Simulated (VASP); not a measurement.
Input of a VASP 6.6.1 run:

The input INCAR:

```
SYSTEM = TlBr
PREC     = Accurate       ! precision mode
ENCUT    = 500            ! plane-wave cutoff, eV
EDIFF    = 1E-8           ! SCF threshold, eV
ISMEAR   = 0              ! smearing method
SIGMA    = 0.01           ! smearing width, eV
LREAL    = .False.        ! projectors in reciprocal space
LASPH    = .True.         ! aspherical terms in the spheres
NELM     = 120            ! most SCF steps
ALGO     = Normal         ! electronic algorithm
ISIF     = 2              ! what is computed and relaxed
LWAVE    = .False.        ! write WAVECAR
LCHARG   = .False.        ! write CHGCAR
GGA      = CA             ! functional
IBRION   = 8              ! ionic algorithm
NSW      = 1              ! ionic steps
LEPSILON = .True.         ! dielectric tensor by DFPT
GGA_COMPAT= .False.
```

KPOINTS

```
Automatic mesh
0
Gamma
  8 8 8
  0 0 0
```

Contents of POSCAR:

```
TlBr
1.0
    3.8651318853      0.0000000000      0.0000000000
    0.0000000000      3.8651318853      0.0000000000
    0.0000000000      0.0000000000      3.8651318853
Tl Br
1 1
Direct
    0.0000000000      0.0000000000      0.0000000000
    0.5000000000      0.5000000000      0.5000000000
```

Potentials or basis: VASP PAW LDA potentials, release 64 (Tl_d, Br).

Command:

```console
$ cat potpaw_LDA.64/Tl_d/POTCAR potpaw_LDA.64/Br/POTCAR > POTCAR
$ mpirun -np 1 vasp_std > vasp.out
```

Problem. Estimate the electronic dielectric tensor (diagonal).

Solution. 7.19.

Problem. Estimate the Born charges (mean of the diagonal).

Solution. Tl +2.22; Br -2.22 e.

Problem. What does it give for the highest phonon frequency at Γ, LO-TO splitting left out?

Solution. 42 cm⁻¹.

Phonon frequencies in cm⁻¹ (negative: imaginary):
```tsv
q point	frequencies
(0.000, 0.000, 0.000)	0 0 0 42 42 42
```
